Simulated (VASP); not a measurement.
A run of VASP 6.6.1:

Contents of INCAR:

```
PREC = Accurate
ENCUT = 520
EDIFF = 1E-6
ISMEAR = 0
SIGMA = 0.01
LREAL = False
LASPH = True
NELM = 60
ALGO = Normal
ISIF = 2
LWAVE = False
LCHARG = False
GGA = PE
NBANDS = 15
```

Contents of KPOINTS:

```
Automatic mesh
0
Gamma
  6 6 6
```

The input POSCAR:

```
CaSe
1.0
    0.0000000000      3.0090361798      3.0090361798
    3.0090361798      0.0000000000      3.0090361798
    3.0090361798      3.0090361798      0.0000000000
Ca Se
1 1
Direct
    0.0000000000      0.0000000000      0.0000000000
    0.5000000000      0.5000000000      0.5000000000
```

Potentials or basis: VASP PAW PBE potentials, release 64 (Ca_sv, Se).

Run with:

```bash
$ cat potpaw_PBE.64/Ca_sv/POTCAR potpaw_PBE.64/Se/POTCAR > POTCAR
$ mpirun -np 1 vasp_std > vasp.out
```

Hardware: 1 thread of Intel(R) Xeon(R) 6975P-C (Granite Rapids) (shared host).

Question: Estimate the wall time of this run.

Answer: Wall time 5.9 s on 1 thread of Intel(R) Xeon(R) 6975P-C (Granite Rapids) (shared host), peak memory 0.17 GiB. Counts: scf iterations 13, k points 16.
